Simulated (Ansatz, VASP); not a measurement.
**P: VASP beside Ansatz**

```
CELL_PARAMETERS angstrom
4.88926 0.00000 0.00000
0.00000 4.88926 0.00000
0.00000 0.00000 4.88926
ATOMIC_POSITIONS crystal
P 0.25000 0.25000 0.25000
P 0.25000 0.25000 0.75000
P 0.25000 0.75000 0.25000
P 0.25000 0.75000 0.75000
P 0.75000 0.25000 0.25000
P 0.75000 0.25000 0.75000
P 0.75000 0.75000 0.25000
P 0.75000 0.75000 0.75000
```

Alike in both runs: task single point; functional PBE; k mesh 4 × 4 × 4; occupations gaussian, width 0.2 eV; no spin polarisation.

|  | VASP | Ansatz |
| --- | --- | --- |
| version | VASP 6.6.1 | Ansatz 0.2.0 |
| potentials or method | VASP PAW PBE potentials, release 64 (P), cutoff 520 eV | scalar-relativistic, plane waves, PAW |
| valence electrons in the cell | 40 | 40 |

|  | VASP | Ansatz | Ansatz less VASP |
| --- | --- | --- | --- |
| gap on the k mesh at the Fermi level (eV) | none | none | - |
| pressure (GPa) | -0.3 | 0.0 | +0.27 |

A gap of «none» marks a metal or a gap that the smearing closes.
